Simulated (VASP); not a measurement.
A run of VASP 6.6.1:

Contents of INCAR:

```
SYSTEM = InAs
PREC = Accurate ; ENCUT = 520
EDIFF = 1E-7 ; ISMEAR = 0
SIGMA = 0.15 ; LREAL = .FALSE.
LASPH = .TRUE. ; NELM = 60
ALGO = Normal ; ISIF = 2
LWAVE = .FALSE. ; LCHARG = .FALSE.
GGA = PS ; NBANDS = 16
```

File KPOINTS:

```
regular mesh
0
G
  18 18 18
  0 0 0
```

POSCAR

```
InAs
1.0
    0.0000000000      3.1350449504      3.1350449504
    3.1350449504      0.0000000000      3.1350449504
    3.1350449504      3.1350449504      0.0000000000
In As
1 1
Direct
    0.0000000000      0.0000000000      0.0000000000
    0.7500000000      0.7500000000      0.7500000000
```

Potentials or basis: VASP PAW PBE potentials, release 64 (In_d, As).

Launch:

```sh
$ cat potpaw_PBE.64/In_d/POTCAR potpaw_PBE.64/As/POTCAR > POTCAR
$ mpirun -np 1 vasp_std > vasp.out
```

Hardware: 1 thread of Intel(R) Xeon(R) 6975P-C (Granite Rapids), on a shared host.

Task: How long does it take, and how much memory?

Result: Run time: 73 s on 1 thread of Intel(R) Xeon(R) 6975P-C (Granite Rapids), on a shared host, peak memory 0.34 GiB. Counts: scf iterations 14, k points 195.
